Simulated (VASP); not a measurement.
# SiW (zincblende type) (F-43m) in VASP: single point with PBE

Aim: the single point of SiW (zincblende type) with PBE.

All numbers are computed with VASP 6.6.1; they aren't measurements. Logs are shortened: lines on timing, memory, paths and dates and some standing lists are left out, and cuts for length are marked.

### 1 The cell of the first run

The structure is cubic, space group F-43m (No. 216). Conventional cell: a = 5.584 Å, b = 5.584 Å, c = 5.584 Å, α = 90.00°, β = 90.00°, γ = 90.00°. W (site symmetry -43m) has 4 Si at 2.42 Å within 3.2 Å. Within 3.2 Å of Si (site symmetry -43m) lie 4 W at 2.42 Å.

### 2 Single point, PBE

File POSCAR:

```
SiW
1.0
    0.0000000000      2.7921289973      2.7921289973
    2.7921289973      0.0000000000      2.7921289973
    2.7921289973      2.7921289973      0.0000000000
W Si
1 1
Direct
    0.0000000000      0.0000000000      0.0000000000
    0.2500000000      0.2500000000      0.2500000000
```

File INCAR.step1:

```
SYSTEM = SiW
ALGO     = Normal         ! electronic algorithm
EDIFF    = 1E-6           ! SCF threshold, eV
ENCUT    = 520            ! plane-wave cutoff, eV
GGA      = PE             ! functional
ISIF     = 2              ! what is computed and relaxed
ISMEAR   = -1             ! smearing method
LASPH    = .True.         ! aspherical terms in the spheres
LCHARG   = .True.         ! write CHGCAR
LMAXMIX  = 4              ! l up to which the mixer works
LREAL    = .False.        ! projectors in reciprocal space
LWAVE    = .False.        ! write WAVECAR
NBANDS   = 16             ! bands
NELM     = 80             ! most SCF steps
PREC     = Accurate       ! precision mode
SIGMA    = 0.08           ! smearing width, eV
```

File KPOINTS.step1:

```
k-points
0
Gamma
  11 11 11
  0 0 0
```

File INCAR.step2:

```
SYSTEM = SiW
ALGO     = Normal         ! electronic algorithm
EDIFF    = 1E-6           ! SCF threshold, eV
ENCUT    = 520            ! plane-wave cutoff, eV
GGA      = PE             ! functional
ICHARG   = 11             ! starting density
ISIF     = 2              ! what is computed and relaxed
ISMEAR   = -5             ! smearing method
LASPH    = .True.         ! aspherical terms in the spheres
LCHARG   = .False.        ! write CHGCAR
LMAXMIX  = 4              ! l up to which the mixer works
LORBIT   = 11             ! projections on sites
LREAL    = .False.        ! projectors in reciprocal space
LWAVE    = .False.        ! write WAVECAR
NEDOS    = 2001           ! points of the DOS
NELM     = 80             ! most SCF steps
PREC     = Accurate       ! precision mode
SIGMA    = 0.08           ! smearing width, eV
```

File KPOINTS.step2:

```
k-points
0
Gamma
  17 17 17
  0 0 0
```

Potentials or basis: VASP PAW PBE potentials, release 64 (W_sv, Si).

Command:

```sh
$ cat potpaw_PBE.64/W_sv/POTCAR potpaw_PBE.64/Si/POTCAR > POTCAR
$ cp INCAR.step1 INCAR
$ cp KPOINTS.step1 KPOINTS
$ mpirun -np 1 vasp_std > vasp.out
$ cp INCAR.step2 INCAR
$ cp KPOINTS.step2 KPOINTS
$ mpirun -np 1 vasp_std > vasp.out
```

OUTCAR:

```text
SYSTEM = SiW
   EDIFF = 1E-6
   ENCUT = 520
   GGA = PE
   ICHARG = 11
   ISIF = 2
   ISMEAR = -5
   LASPH = .True.
   LORBIT = 11
   LREAL = .False.
   NELM = 80
   PREC = Accurate

 ion  position               nearest neighbor table
   1  0.000  0.000  0.000-   2 2.42   2 2.42   2 2.42   2 2.42
   2  0.250  0.250  0.250-   1 2.42   1 2.42   1 2.42   1 2.42

  LATTYP: Found a face centered cubic cell.
 ALAT       =     5.5842579946

  Lattice vectors:

 A1 = (   0.0000000000,   2.7921289973,   2.7921289973)
 A2 = (   2.7921289973,   0.0000000000,   2.7921289973)
 A3 = (   2.7921289973,   2.7921289973,   0.0000000000)

Analysis of symmetry for initial positions (statically):
=====================================================================
 Subroutine PRICEL returns:
 Original cell was already a primitive cell.

 Routine SETGRP: Setting up the symmetry group for a
 face centered cubic supercell.

 Subroutine GETGRP returns: Found 24 space group operations
 (whereof 24 operations were pure point group operations)
 out of a pool of 48 trial point group operations.

The static configuration has the point symmetry T_d .

Analysis of symmetry for dynamics (positions and initial velocities):
=====================================================================
 Subroutine PRICEL returns:
 Original cell was already a primitive cell.

 Routine SETGRP: Setting up the symmetry group for a
 face centered cubic supercell.

 Subroutine GETGRP returns: Found 24 space group operations
 (whereof 24 operations were pure point group operations)
 out of a pool of 48 trial point group operations.

The dynamic configuration has the point symmetry T_d .

 Subroutine INISYM returns: Found 24 space group operations
 (whereof 24 operations are pure point group operations),
 and found     1 'primitive' translations

----------------------------------------------------------------------------------------

                                     Primitive cell

  volume of cell :      43.5348

  direct lattice vectors                    reciprocal lattice vectors
     0.000000000  2.792128997  2.792128997    -0.179074821  0.179074821  0.179074821
     2.792128997  0.000000000  2.792128997     0.179074821 -0.179074821  0.179074821
     2.792128997  2.792128997  0.000000000     0.179074821  0.179074821 -0.179074821

  length of vectors
     3.948666696  3.948666696  3.948666696     0.310166688  0.310166688  0.310166688

  position of ions in fractional coordinates (direct lattice)
     0.000000000  0.000000000  0.000000000
     0.250000000  0.250000000  0.250000000

  ion indices of the primitive-cell ions
   primitive index   ion index
                 1           1
                 2           2

----------------------------------------------------------------------------------------

 KPOINTS: k-points

Automatic generation of k-mesh.
 Grid dimensions read from file:
 generate k-points for:   17   17   17

 Generating k-lattice:

  Cartesian coordinates                     Fractional coordinates (reciprocal lattice)
    -0.010533813  0.010533813  0.010533813     0.058823529  0.000000000  0.000000000
     0.010533813 -0.010533813  0.010533813     0.000000000  0.058823529  0.000000000
     0.010533813  0.010533813 -0.010533813     0.000000000  0.000000000  0.058823529

  Length of vectors
     0.018245099  0.018245099  0.018245099

  Shift w.r.t. Gamma in fractional coordinates (k-lattice)
     0.000000000  0.000000000  0.000000000

 TETIRR: Found    693 inequivalent tetrahedra from    29478

 Subroutine IBZKPT returns following result:
 ===========================================

 Found    165 irreducible k-points:

 Following reciprocal coordinates:
            Coordinates               Weight
  0.000000  0.000000  0.000000      1.000000
  0.058824  0.000000  0.000000      8.000000
  0.117647  0.000000  0.000000      8.000000
  0.176471  0.000000  0.000000      8.000000
  0.235294  0.000000  0.000000      8.000000
  0.294118  0.000000  0.000000      8.000000
[... 16 lines left out ...]
 -0.176471  0.058824  0.000000     24.000000
 -0.117647  0.058824  0.000000     24.000000
 [... further k-points ...]
   k-points           NKPTS =    165   k-points in BZ     NKDIM =    165   number of bands    NBANDS=     13
   number of dos      NEDOS =   2001   number of ions     NIONS =      2
   total plane-waves  NPLWV =  27000
   dimension x,y,z NGX =    30 NGY =   30 NGZ =   30
   dimension x,y,z NGXF=    60 NGYF=   60 NGZF=   60
   ions per type =               1   1
   NGX,Y,Z   is equivalent  to a cutoff of  12.63, 12.63, 12.63 a.u.
   NGXF,Y,Z  is equivalent  to a cutoff of  25.26, 25.26, 25.26 a.u.
 SYSTEM =  SiW
   PREC   = accura    normal or accurate (medium, high low for compatibility)
   ISTART =      0    job   : 0-new  1-cont  2-samecut
   ICHARG =     11    charge: 1-file 2-atom 10-const
   ISPIN  =      1    spin polarized calculation?
   LNONCOLLINEAR =      F non collinear calculations
   LSORBIT =      F    spin-orbit coupling
   LASPH  =      T    aspherical Exc in radial PAW
   ENCUT  =  520.0 eV  38.22 Ry    6.18 a.u.   7.34  7.34  7.34*2*pi/ulx,y,z
   NELM   =     80;   NELMIN=  2; NELMDL=  0     # of ELM steps
   EDIFF  = 0.1E-05   stopping-criterion for ELM
   LREAL  =      F    real-space projection
   EDIFFG = 0.1E-04   stopping-criterion for IOM
   NSW    =      0    number of steps for IOM
   IBRION =     -1    ionic relax: 0-MD 1-quasi-New 2-CG
   NFREE  =      0    steps in history (QN), initial steepest desc. (CG)
   ISIF   =      2    stress and relaxation
   ISYM   =      2    0-nonsym 1-usesym 2-fastsym
   POTIM  = 0.5000    time-step for ionic-motion
   TEBEG  =    0.0;   TEEND  =   0.0 temperature during run
   PSTRESS=    0.0 pullay stress
   NELECT =      18.0000    total number of electrons
   NUPDOWN=      -1.0000    fix difference up-down
   EMIN   =  10.00;   EMAX   =-10.00  energy-range for DOS
   EFERMI =   0.00;   METHOD = LEGACY
   ISMEAR =    -5;   SIGMA  =   0.08  broadening in eV -4-tet -1-fermi 0-gaus
   EFERMI_NEDOS =   21; number of points for ismear=-14 and -15
   IALGO  =     38    algorithm
   IMIX   =      4    mixing-type and parameters
     AMIX     =   0.40;   BMIX     =  1.00
     AMIX_MAG =   1.60;   BMIX_MAG =  1.00
  volume/ion in A,a.u.               =      21.77       146.89
  Fermi-wavevector in a.u.,A,eV,Ry     =   1.219608  2.304725 20.237893  1.487443
  Thomas-Fermi vector in A             =   2.354854
   LORBIT       =     11    0 simple, 1 ext, 2 COOP (PROOUT), +10 PAW based schemes
   GGA     = PE    functional components
   LHFCALC =     F    Hartree Fock is set to
   AEXX    =    0.0000 exact exchange contribution
   IVDW    =     0    specifies the selected vdW correction
   LEPSILON=     F    determine dielectric tensor
   LRPA    =     F    only Hartree local field effects (RPA)
 non-spin polarized calculation
 Fermi weights with tetrahedron method with Bloechl corrections
  energy-cutoff  :      520.00
  volume of cell :       43.53
 maximum number of plane-waves:      1211
 NGX is ok and might be reduce to    30

 number of electron      18.0000000 magnetization

 Free energy of the ion-electron system (eV)
  ---------------------------------------------------
  ext. energy  EPLUGINS =         0.00000000
  ---------------------------------------------------
  free energy    TOTEN  =       -15.44666340 eV

  energy without entropy =      -15.44666340  energy(sigma->0) =      -15.44666340

 E-fermi :   5.6335     XC(G=0): -10.3794

 val. band max:        5.6387718343   @ k =  -0.3529   0.0588   0.0000
 cond. band min:       5.5807371307   @ k =   0.2941   0.0000   0.0000
 fundamental gap:     -0.0580347036
 Fermi energy:         5.6335129346

 k-point     1 :       0.0000    0.0000    0.0000
  band No.  band energies     occupation
      1     -68.2670      2.00000
      2     -32.4791      2.00000
      3     -32.4791      2.00000
      4     -32.4791      2.00000
      5      -3.8461      2.00000
      6       2.9484      2.00000
      7       2.9484      2.00000
      8       2.9484      2.00000
      9       5.5520      2.00000
     10       5.5520      2.00000
     11      10.9791      0.00000
     12      12.7320      0.00000
     13      12.7320      0.00000

 k-point     2 :       0.0588    0.0000    0.0000
  band No.  band energies     occupation
      1     -68.2669      2.00000
      2     -32.4803      2.00000
      3     -32.4793      2.00000
      4     -32.4793      2.00000
      5      -3.7978      2.00000
      6       2.9022      2.00000
      7       2.9706      2.00000
      8       2.9706      2.00000
      9       5.5367      2.00000
     10       5.5367      2.00000
     11      11.0712      0.00000
     12      12.4083      0.00000
     13      12.7425      0.00000

 k-point     3 :       0.1176    0.0000    0.0000
  band No.  band energies     occupation
      1     -68.2669      2.00000
      2     -32.4840      2.00000
      3     -32.4798      2.00000
      4     -32.4798      2.00000
      5      -3.6557      2.00000
      6       2.7758      2.00000
      7       3.0320      2.00000
      8       3.0320      2.00000
      9       5.5016      2.00000
     10       5.5016      2.00000
     11      11.1473      0.00000
     12      11.7907      0.00000
     13      12.7081      0.00000
[... 305 lines left out ...]
 k-point    23 :      -0.1765    0.0588    0.0000
  band No.  band energies     occupation
      1     -68.2666      2.00000
      2     -32.4920      2.00000
      3     -32.4822      2.00000
      4     -32.4807      2.00000
      5      -3.2975      2.00000
      6       2.5104      2.00000
      7       3.1626      2.00000
      8       3.1677      2.00000
      9       5.3380      2.00000
     10       5.5980      1.47490
     11       9.9474      0.00000
     12      11.5536      0.00000
     13      12.2604      0.00000

 k-point    24 :      -0.1176    0.0588    0.0000
  band No.  band energies     occupation
      1     -68.2668      2.00000
      2     -32.4862      2.00000
      3     -32.4811      2.00000
      4     -32.4799      2.00000
      5      -3.5475      2.00000
      6       2.6853      2.00000
      7       3.0745      2.00000
      8       3.0826      2.00000
      9       5.3879      2.00000
     10       5.5736      2.16356
     11      10.9772      0.00000
     12      11.6544      0.00000
     13      12.1718      0.00000

 [... further k-points ...]

------------------------ aborting loop because EDIFF is reached ----------------------------------------

  FORCE on cell =-STRESS in cart. coord.  units (eV):
  Direction    XX          YY          ZZ          XY          YZ          ZX
  --------------------------------------------------------------------------------------
  -------------------------------------------------------------------------------------
  Total       -0.1446998     -0.1446998     -0.1446998      0.0000000      0.0000000      0.0000000
  in kB       -5.3252742     -5.3252742     -5.3252742      0.0000000      0.0000000      0.0000000
  external PRESSURE =      -5.3252742 kB  Pullay stress =       0.0000000 kB

 VOLUME and BASIS-vectors are now :
 -----------------------------------------------------------------------------
  energy-cutoff  :      520.00
  volume of cell :       43.53
      direct lattice vectors                 reciprocal lattice vectors
     0.000000000  2.792128997  2.792128997    -0.179074821  0.179074821  0.179074821
     2.792128997  0.000000000  2.792128997     0.179074821 -0.179074821  0.179074821
     2.792128997  2.792128997  0.000000000     0.179074821  0.179074821 -0.179074821

 POSITION                                       TOTAL-FORCE (eV/Angst)
 -----------------------------------------------------------------------------------
      0.00000      0.00000      0.00000        -0.000000     -0.000000     -0.000000
      1.39606      1.39606      1.39606         0.000000      0.000000      0.000000
 -----------------------------------------------------------------------------------
    total drift:                               -0.000000     -0.000000     -0.000000

  FREE ENERGIE OF THE ION-ELECTRON SYSTEM (eV)
  ---------------------------------------------------
  free  energy   TOTEN  =       -15.4466633998 eV

  energy  without entropy=      -15.4466633998  energy(sigma->0) =      -15.44666340

 total charge

# of ion       s       p       d       tot
------------------------------------------
    1        2.381   6.161   3.409  11.951
    2        0.796   1.004   0.000   1.800
--------------------------------------------------
tot          3.177   7.165   3.409  13.751
```

It took 1.7 min on 1 thread of Intel Xeon 8259CL, shared host; peak memory 0.23 GiB.

What came out:

```
Valence electrons inside the program's atomic spheres : W 11.95; Si 1.80
```

Levels at points of the mesh, in eV from the Fermi level:
```csv
k point,band 6,band 7,band 8,band 9,band 10,band 11,band 12,band 13
"(0.00, 0.00, 0.00)",-2.69,-2.69,-2.69,-0.08,-0.08,5.35,7.10,7.10
```

Caveat: spin-orbit coupling is left out, which moves the levels of the heavy elements; tetrahedron occupations give inexact forces and stress in metals.
